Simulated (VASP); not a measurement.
# SiO2 (Stishovite) (P4_2/mnm) in VASP: further runs

Runs on SiO2 (Stishovite). Level: PBE. Tasks: single point.

Program: VASP 6.6.1. These are calculated values, not measurements. Logs are shortened: lines on timing, memory, paths and dates and some standing lists are left out, and cuts for length are marked.

## 1. The cell of the first run

Symmetry: P4_2/mnm, No. 136, tetragonal system. Conventional cell: a = 4.003 Å, b = 4.003 Å, c = 2.554 Å, α = 90.00°, β = 90.00°, γ = 90.00°. Si (site symmetry mmm) has 6 O at 1.68 to 1.73 Å within 2.2 Å. Within 2.2 Å of O (site symmetry m2m) lie 3 Si at 1.68 to 1.73 Å and 1 O at 2.20 Å.

## 2. Single point, PBE

File INCAR:

```
SYSTEM = SiO2
  PREC = Accurate
  ENCUT = 520
  EDIFF = 1E-6
  ISMEAR = 0
  SIGMA = 0.01
  LREAL = .False.
  LASPH = .True.
  NELM = 100
  ALGO = Normal
  ISIF = 2
  LWAVE = .False.
  LCHARG = .False.
  GGA = PE
  NBANDS = 25
```

File KPOINTS:

```
regular mesh
0
Gamma
  6 6 8
  0 0 0
```

File POSCAR:

```
SiO2
1.0
    4.0030396338      0.0000000000      0.0000000000
    0.0000000000      4.0030396338      0.0000000000
    0.0000000000      0.0000000000      2.5540184406
Si O
2 4
Direct
    0.0000000000      0.0000000000      0.0000000000
    0.5000000000      0.5000000000      0.5000000000
    0.3059000000      0.3059000000      0.0000000000
    0.1941000000      0.8059000000      0.5000000000
    0.6941000000      0.6941000000      0.0000000000
    0.8059000000      0.1941000000      0.5000000000
```

Potentials or basis: VASP PAW PBE potentials, release 64 (Si, O).

The run is started by

```sh
cat potpaw_PBE.64/Si/POTCAR potpaw_PBE.64/O/POTCAR > POTCAR
mpirun -np 1 vasp_std > vasp.out
```

OUTCAR:

```text
SYSTEM = SiO2
   PREC = Accurate
   ENCUT = 520
   EDIFF = 1E-6
   ISMEAR = 0
   LREAL = .False.
   LASPH = .True.
   NELM = 100
   ISIF = 2
   GGA = PE

 ion  position               nearest neighbor table
   1  0.000  0.000  0.000-   4 1.68   6 1.68   4 1.68   6 1.68   5 1.73   3 1.73   2 3.11   2 3.11
                             2 3.11   2 3.11   2 3.11   2 3.11   2 3.11   2 3.11
   2  0.500  0.500  0.500-   3 1.68   5 1.68   3 1.68   5 1.68   4 1.73   6 1.73   1 3.11   1 3.11
                             1 3.11   1 3.11   1 3.11   1 3.11   1 3.11   1 3.11
   3  0.306  0.306  0.000-   2 1.68   2 1.68   1 1.73
   4  0.194  0.806  0.500-   1 1.68   1 1.68   2 1.73
   5  0.694  0.694  0.000-   2 1.68   2 1.68   1 1.73
   6  0.806  0.194  0.500-   1 1.68   1 1.68   2 1.73

  LATTYP: Found a simple tetragonal cell.
 ALAT       =     4.0030396338
 C/A-ratio  =     0.6380197735

  Lattice vectors:

 A1 = (   4.0030396338,   0.0000000000,   0.0000000000)
 A2 = (   0.0000000000,   4.0030396338,   0.0000000000)
 A3 = (   0.0000000000,   0.0000000000,   2.5540184406)

Analysis of symmetry for initial positions (statically):
=====================================================================
 Subroutine PRICEL returns:
 Original cell was already a primitive cell.

 Routine SETGRP: Setting up the symmetry group for a
 simple tetragonal supercell.

 Subroutine GETGRP returns: Found 16 space group operations
 (whereof  8 operations were pure point group operations)
 out of a pool of 16 trial point group operations.

The static configuration has the point symmetry D_2h.
 The point group associated with its full space group is D_4h.

Analysis of symmetry for dynamics (positions and initial velocities):
=====================================================================
 Subroutine PRICEL returns:
 Original cell was already a primitive cell.

 Routine SETGRP: Setting up the symmetry group for a
 simple tetragonal supercell.

 Subroutine GETGRP returns: Found 16 space group operations
 (whereof  8 operations were pure point group operations)
 out of a pool of 16 trial point group operations.

The dynamic configuration has the point symmetry D_2h.
 The point group associated with its full space group is D_4h.

 Subroutine INISYM returns: Found 16 space group operations
 (whereof  8 operations are pure point group operations),
 and found     1 'primitive' translations

[... 104 lines left out ...]
   EDIFFG = 0.1E-04   stopping-criterion for IOM
   NSW    =      0    number of steps for IOM
   IBRION =     -1    ionic relax: 0-MD 1-quasi-New 2-CG
   NFREE  =      0    steps in history (QN), initial steepest desc. (CG)
   ISIF   =      2    stress and relaxation
   ISYM   =      2    0-nonsym 1-usesym 2-fastsym
   POTIM  = 0.5000    time-step for ionic-motion
   TEBEG  =    0.0;   TEEND  =   0.0 temperature during run
   PSTRESS=    0.0 pullay stress
   NELECT =      32.0000    total number of electrons
   NUPDOWN=      -1.0000    fix difference up-down
   EMIN   =  10.00;   EMAX   =-10.00  energy-range for DOS
   EFERMI =   0.00;   METHOD = LEGACY
   ISMEAR =     0;   SIGMA  =   0.01  broadening in eV -4-tet -1-fermi 0-gaus
   EFERMI_NEDOS =   21; number of points for ismear=-14 and -15
   IALGO  =     38    algorithm
   IMIX   =      4    mixing-type and parameters
     AMIX     =   0.40;   BMIX     =  1.00
     AMIX_MAG =   1.60;   BMIX_MAG =  1.00
  volume/ion in A,a.u.               =       6.82        46.03
  Fermi-wavevector in a.u.,A,eV,Ry     =   1.508193  2.850071 30.948435  2.274646
  Thomas-Fermi vector in A             =   2.618679
   LORBIT       =      0    0 simple, 1 ext, 2 COOP (PROOUT), +10 PAW based schemes
   GGA     = PE    functional components
   LHFCALC =     F    Hartree Fock is set to
   AEXX    =    0.0000 exact exchange contribution
   IVDW    =     0    specifies the selected vdW correction
   LEPSILON=     F    determine dielectric tensor
   LRPA    =     F    only Hartree local field effects (RPA)
 non-spin polarized calculation
 Gauss-broadening in eV      SIGMA  =   0.01
  energy-cutoff  :      520.00
  volume of cell :       40.93
 maximum number of plane-waves:      1124
 NGX is ok and might be reduce to    30
   NGX = 15   NGY = 15   NGZ =  9

 number of electron      32.0000036 magnetization

 Free energy of the ion-electron system (eV)
  ---------------------------------------------------
  ext. energy  EPLUGINS =         0.00000000
  ---------------------------------------------------
  free energy    TOTEN  =       -44.94509504 eV

  energy without entropy =      -44.94509504  energy(sigma->0) =      -44.94509504

 E-fermi :  10.1805     XC(G=0): -12.9562

 val. band max:       10.1257629072   @ k =   0.0000   0.0000   0.0000
 cond. band min:      17.2754717713   @ k =   0.0000   0.0000   0.0000
 fundamental gap:      7.1497088641
 Fermi energy:        10.1804808436

 k-point     1 :       0.0000    0.0000    0.0000
  band No.  band energies     occupation
      1     -13.9005      2.00000
      2      -9.5665      2.00000
      3      -9.5665      2.00000
      4      -9.2923      2.00000
      5      -1.5625      2.00000
      6       2.7013      2.00000
[... 661 lines left out ...]
     24      23.9059      0.00000
     25      24.9041      0.00000

 [... further k-points ...]

------------------------ aborting loop because EDIFF is reached ----------------------------------------

  FORCE on cell =-STRESS in cart. coord.  units (eV):
  Direction    XX          YY          ZZ          XY          YZ          ZX
  --------------------------------------------------------------------------------------
  -------------------------------------------------------------------------------------
  Total       16.3879131     16.3879131     19.9500872     -0.0000000      0.0000000      0.0000000
  in kB      641.5498777    641.5498777    781.0009679     -0.0000000      0.0000000      0.0000000
  external PRESSURE =     688.0335744 kB  Pullay stress =       0.0000000 kB

 VOLUME and BASIS-vectors are now :
 -----------------------------------------------------------------------------
  energy-cutoff  :      520.00
  volume of cell :       40.93
      direct lattice vectors                 reciprocal lattice vectors
     4.003039634  0.000000000  0.000000000     0.249810167  0.000000000  0.000000000
     0.000000000  4.003039634  0.000000000     0.000000000  0.249810167  0.000000000
     0.000000000  0.000000000  2.554018441     0.000000000  0.000000000  0.391539851

 POSITION                                       TOTAL-FORCE (eV/Angst)
 -----------------------------------------------------------------------------------
      0.00000      0.00000      0.00000         0.000000      0.000000      0.000000
      2.00152      2.00152      1.27701         0.000000      0.000000      0.000000
      1.22453      1.22453      0.00000        -0.793073     -0.793073      0.000000
      0.77699      3.22605      1.27701         0.793073     -0.793073      0.000000
      2.77851      2.77851      0.00000         0.793073      0.793073      0.000000
      3.22605      0.77699      1.27701        -0.793073      0.793073      0.000000
 -----------------------------------------------------------------------------------
    total drift:                               -0.000000      0.000000     -0.000000

  FREE ENERGIE OF THE ION-ELECTRON SYSTEM (eV)
  ---------------------------------------------------
  free  energy   TOTEN  =       -44.9450950420 eV

  energy  without entropy=      -44.9450950420  energy(sigma->0) =      -44.94509504
```

OSZICAR:

```text
N       E                     dE             d eps       ncg     rms          rms(c)
DAV:   1     0.139007077863E+03    0.13901E+03   -0.18126E+04  2516   0.126E+03
DAV:   2    -0.438863494911E+02   -0.18289E+03   -0.17753E+03  3107   0.292E+02
DAV:   3    -0.499972807181E+02   -0.61109E+01   -0.60901E+01  3361   0.505E+01
DAV:   4    -0.500322810309E+02   -0.35000E-01   -0.34991E-01  2915   0.443E+00
DAV:   5    -0.500325219088E+02   -0.24088E-03   -0.24085E-03  3375   0.348E-01    0.208E+01
DAV:   6    -0.449484976691E+02    0.50840E+01   -0.13333E+01  3130   0.252E+01    0.100E+01
DAV:   7    -0.449281048843E+02    0.20393E-01   -0.97133E-01  3144   0.622E+00    0.337E+00
DAV:   8    -0.449396003024E+02   -0.11495E-01   -0.30941E-02  2932   0.149E+00    0.113E+00
DAV:   9    -0.449449230862E+02   -0.53228E-02   -0.97445E-03  3079   0.824E-01    0.268E-01
DAV:  10    -0.449450923108E+02   -0.16922E-03   -0.30725E-04  3283   0.131E-01    0.389E-02
DAV:  11    -0.449450931616E+02   -0.85077E-06   -0.39093E-05  3025   0.468E-02    0.159E-02
DAV:  12    -0.449450949216E+02   -0.17600E-05   -0.36628E-06  3140   0.154E-02    0.238E-03
DAV:  13    -0.449450950420E+02   -0.12037E-06   -0.38937E-07  1989   0.460E-03
   1 F= -.44945095E+02 E0= -.44945095E+02  d E =-.194548E-17
```

Wall time 20 s (1 thread of Intel Xeon 6975P-C (Granite Rapids), shared host); peak memory 0.16 GiB.

Results:

| Property | Result |
| --- | --- |
| Free energy | -44.9451 eV |
| Pressure | 68.8 GPa |
| Largest force | 1.122 eV/Å |
| Band gap on the k mesh | 7.15 eV, direct |

Forces in eV/Å, atoms in the order of the input:
```
Si   0.000  0.000  0.000
Si   0.000  0.000  0.000
O   -0.793 -0.793  0.000
O    0.793 -0.793  0.000
O    0.793  0.793  0.000
O   -0.793  0.793  0.000
```

Levels at points of the mesh, in eV from the valence-band top:
```tsv
k point	band 14	band 15	band 16	band 17	band 18	band 19
(0.00, 0.00, 0.00)	-0.95	-0.95	0.00	7.15	8.09	9.65
(0.50, 0.00, 0.00)	-2.98	-1.21	-1.21	9.27	9.27	10.31
(0.50, 0.50, 0.00)	-2.96	-2.74	-2.74	8.95	8.95	11.33
(0.00, 0.00, 0.50)	-3.74	-3.17	-3.17	10.88	10.88	14.01
(0.50, 0.00, 0.50)	-2.60	-2.10	-2.10	10.06	10.06	11.37
(0.50, 0.50, 0.50)	-2.01	-1.86	-1.86	8.88	8.88	11.97
```

Caveat: forces of over 1 eV/Å act on the atoms, so gaps and moduli don't describe the material at rest. Expect the measured gap to be larger: semilocal functionals such as PBE lack the derivative discontinuity.

[end of part 1 of 2]
